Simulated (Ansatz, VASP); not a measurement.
## One calculation of Ca, two programs

```
CELL_PARAMETERS angstrom
6.06727 0.00000 0.00000
-3.03364 5.25441 0.00000
0.00000 0.00000 3.61871
ATOMIC_POSITIONS crystal
Ca 0.00000 0.00000 0.00000
Ca 0.33333 0.66667 0.50000
Ca 0.66667 0.33333 0.50000
```

Alike in both runs: functional LDA; k mesh 6 × 6 × 8; occupations fermi-dirac, width 0.1 eV; no spin polarisation.

Ansatz relaxed the structure, and its values are those at the end. VASP's run is a single point on that final structure, the one shown.

|  | VASP | Ansatz |
| --- | --- | --- |
| version | VASP 6.6.1 | Ansatz 0.2.0 |
| potentials or method | VASP PAW LDA potentials, release 64 (Ca_sv), cutoff 520 eV | plane waves (420 eV) with PAW, scalar-relativistic |
| valence electrons in the cell | 30 | 30 |

|  | VASP | Ansatz | Ansatz less VASP |
| --- | --- | --- | --- |
| pressure (GPa) | 0.0 | 0.0 | 0.00 |

Ansatz warns that its potentials were made for another functional, while VASP's fit it. LDA's correlation is that of Perdew and Zunger in VASP and of Perdew and Wang (1992) in Ansatz.
